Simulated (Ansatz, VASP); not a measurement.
# Two plane-wave programs on Te2Pd3Ru

```
Te Ru Pd
1.0
     4.63266    0.00000    0.00000
    -2.31633    4.01200    0.00000
     0.00000    0.00000    5.78114
Te Ru Pd
2 1 3
Direct
  0.33333 0.66667 0.74092
  0.66667 0.33333 0.25908
  0.00000 0.00000 0.00000
  0.33333 0.66667 0.21123
  0.66667 0.33333 0.78877
  0.00000 0.00000 0.50000
```

Change from the starting cell: species swapped into the InSn2Te3 type (P-3m1, No. 164).

Alike in both runs: functional PBE; k mesh 6 × 6 × 2; occupations gaussian, width 0.1 eV; no spin polarisation.

Ansatz relaxed the structure, and its values are those at the end. VASP's run is a single point on that final structure, the one shown.

|  | VASP | Ansatz |
| --- | --- | --- |
| version | VASP 6.6.1 | Ansatz 0.2.0 |
| potentials or method | VASP PAW PBE potentials, release 64 (Te, Ru_pv, Pd), cutoff 520 eV | scalar-relativistic, plane waves, PAW |
| valence electrons in the cell | 56 | 102 |

|  | VASP | Ansatz | Ansatz less VASP |
| --- | --- | --- | --- |
| gap on the k mesh at the Fermi level (eV) | none | none | - |
| pressure (GPa) | -0.1 | 0.1 | +0.16 |
| rms of the force components (eV/Å) | 0.009 | 0.007 | -0.0018 |

A gap of «none» marks a metal or a gap that the smearing closes. VASP's potentials hold 56 valence electrons a cell and Ansatz's 102, so a difference there can come from the potentials and not from the codes.

The k mesh is coarse, so the values compare programs but aren't converged. Neither program's run includes spin-orbit coupling.
